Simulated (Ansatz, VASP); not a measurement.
**One calculation of BAs, two programs**

```
CELL_PARAMETERS angstrom
0.00000 2.35557 2.35557
2.35557 0.00000 2.35557
2.35557 2.35557 0.00000
ATOMIC_POSITIONS crystal
B 0.00000 0.00000 0.00000
As 0.25000 0.25000 0.25000
```

Change from the starting cell: volume scaled by 0.94, LAPW.

Alike in both runs: task single point; functional PBE; k mesh 14 × 14 × 14; occupations fermi-dirac, width 0.08 eV; no spin polarisation.

|  | VASP | Ansatz |
| --- | --- | --- |
| version | VASP 6.6.1 | Ansatz 0.2.0 |
| potentials or method | VASP PAW PBE potentials, release 64 (B, As), cutoff 520 eV | all-electron LAPW, scalar-relativistic |

|  | VASP | Ansatz | Ansatz less VASP |
| --- | --- | --- | --- |
| pressure (GPa) | 10.0 | 9.2 | -0.85 |

Ansatz ran all-electron here, and VASP with PAW potentials.
